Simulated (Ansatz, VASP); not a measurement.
**One calculation of Ta, two programs**

Contents of INCAR:

```
SYSTEM = Ta
ALGO = Fast
EDIFF = 1E-6
ENCUT = 520
GGA = CA
ISIF = 2
ISMEAR = -1
LASPH = .TRUE.
LCHARG = .FALSE.
LREAL = .FALSE.
LWAVE = .FALSE.
NBANDS = 12
NELM = 80
PREC = Accurate
SIGMA = 0.15
```

File KPOINTS:

```
k-points
0
G
  20 20 20
  0 0 0
```

POSCAR

```
Ta
1.0
   -1.6385877298      1.6385877298      1.6385877298
    1.6385877298     -1.6385877298      1.6385877298
    1.6385877298      1.6385877298     -1.6385877298
Ta
1
Direct
    0.0000000000      0.0000000000      0.0000000000
```

Input for Ansatz:

```yaml
crystal:
  lattice:
    - [-1.6385877298, 1.6385877298, 1.6385877298]
    - [1.6385877298, -1.6385877298, 1.6385877298]
    - [1.6385877298, 1.6385877298, -1.6385877298]
  atoms:
    - { symbol: Ta, position: [0.0, 0.0, 0.0] }
basis:
  ecutwfc: 420
kpoints:
  mp_grid: { grid: [20, 20, 20] }
hamiltonian:
  xc: lda
scf:
  occupations: { method: fermi_dirac, width: 0.15 }
output:
  forces: true
  stress: true
  eigenvalues: true
```

Alike in both runs: task single point; functional LDA; k mesh 20 × 20 × 20; occupations fermi-dirac, width 0.15 eV; no spin polarisation.

|  | VASP | Ansatz |
| --- | --- | --- |
| version | VASP 6.6.1 | Ansatz 0.2.0 |
| potentials or method | VASP PAW LDA potentials, release 64 (Ta_pv), cutoff 520 eV | scalar-relativistic, plane waves, PAW |
| valence electrons in the cell | 11 | 13 |

|  | VASP | Ansatz | Ansatz less VASP |
| --- | --- | --- | --- |
| gap on the k mesh at the Fermi level (eV) | none | none | - |
| pressure (GPa) | -3.3 | -4.1 | -0.82 |

LDA's correlation is that of Perdew and Zunger in VASP and of Perdew and Wang (1992) in Ansatz. A gap of «none» marks a metal or a gap that the smearing closes. VASP's potentials hold 11 valence electrons a cell and Ansatz's 13, so a difference there can come from the potentials and not from the codes.

Spin-orbit coupling is off throughout.
